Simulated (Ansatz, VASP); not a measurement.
# Two plane-wave programs on ZrC

```xyz
2
Lattice="0.0000 2.3546 2.3546 2.3546 0.0000 2.3546 2.3546 2.3546 0.0000" Properties=species:S:1:pos:R:3 pbc="T T T"
Zr    0.0000    0.0000    0.0000
C     2.3546    2.3546    2.3546
```

Alike in both runs: functional PBE; k mesh 6 × 6 × 6; occupations gaussian, width 0.1 eV; no spin polarisation.

Ansatz relaxed the structure, and its values are those at the end. VASP's run is a single point on that final structure, the one shown.

|  | VASP | Ansatz |
| --- | --- | --- |
| version | VASP 6.6.1 | Ansatz 0.2.0 |
| potentials or method | VASP PAW PBE potentials, release 64 (Zr_sv, C), cutoff 520 eV | scalar-relativistic, plane waves, PAW |
| valence electrons in the cell | 16 | 16 |

|  | VASP | Ansatz | Ansatz less VASP |
| --- | --- | --- | --- |
| gap on the k mesh at the Fermi level (eV) | none | none | - |
| pressure (GPa) | 0.3 | 0.0 | -0.25 |

A gap of «none» marks a metal or a gap that the smearing closes.

The k mesh is coarse, so the values compare programs but aren't converged.
